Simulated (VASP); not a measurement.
Wanted: the native input for a VASP 6.6.1 run.

| Item | Value |
| --- | --- |
| Task | relaxation of cell and atoms |
| Functional | PBE |
| Potentials or basis | VASP PAW PBE potentials, release 64 (Rb_sv, P) |
| Cutoff | 600 eV |
| k mesh | 8 × 8 × 8 |
| Occupations | gaussian, width 0.1 eV |
| Spin | no spin polarisation |
| Dipole correction | no |
| Further INCAR settings | ALGO = Normal; EDIFF = 1e-06; IBRION = 2; EDIFFG = -0.01; NSW = 100; ISIF = 3 |

The structure of RbP3 lies in POSCAR:

```
RbP3
1.0
    5.6087201529      0.0000000000      0.0000000000
    0.0000000000      5.6087201529      0.0000000000
    0.0000000000      0.0000000000      5.6087201529
Rb P
2 6
Direct
    0.0000000000      0.0000000000      0.0000000000
    0.5000000000      0.5000000000      0.5000000000
    0.2500000000      0.0000000000      0.5000000000
    0.5000000000      0.7500000000      0.0000000000
    0.7500000000      0.0000000000      0.5000000000
    0.5000000000      0.2500000000      0.0000000000
    0.0000000000      0.5000000000      0.7500000000
    0.0000000000      0.5000000000      0.2500000000
```

The input as run:

INCAR

```
SYSTEM = RbP3
PREC = Accurate
ENCUT = 600
EDIFF = 1E-6
ISMEAR = 0
SIGMA = 0.1
LREAL = .FALSE.
LASPH = .TRUE.
NELM = 100
ALGO = Normal
ISIF = 3
LWAVE = .FALSE.
LCHARG = .FALSE.
GGA = PE
IBRION = 2
NSW = 100
EDIFFG = -0.01
```

KPOINTS

```
Automatic mesh
0
G
  8 8 8
  0 0 0
```

Potentials or basis: VASP PAW PBE potentials, release 64 (Rb_sv, P).

Launch:

```sh
$ cat potpaw_PBE.64/Rb_sv/POTCAR potpaw_PBE.64/P/POTCAR > POTCAR
$ mpirun -np 1 vasp_std > vasp.out
```

It gave:

```json
{
  "Relaxed volume": "21.90 Å³/atom",
  "Relaxed cell": "a = 5.596 Å, b = 5.596 Å, c = 5.596 Å, α = 90.00°, β = 90.00°, γ = 90.00°",
  "Space group after relaxing (to 0.05 Å)": "Pm-3n (No. 223)",
  "Energy gained by relaxing": "0.2 meV/atom",
  "Ionic steps": "2",
  "Pressure after relaxing": "-0.1 GPa",
  "Band gap on the k mesh": "zero (band 24 reaches 4.84 eV, above the bottom of band 25 at 3.98 eV)"
}
```

It took 3.7 min on 1 thread of Intel(R) Xeon(R) Platinum 8375C CPU @ 2.90GHz (Ice Lake), on a shared host, peak memory 0.44 GiB.
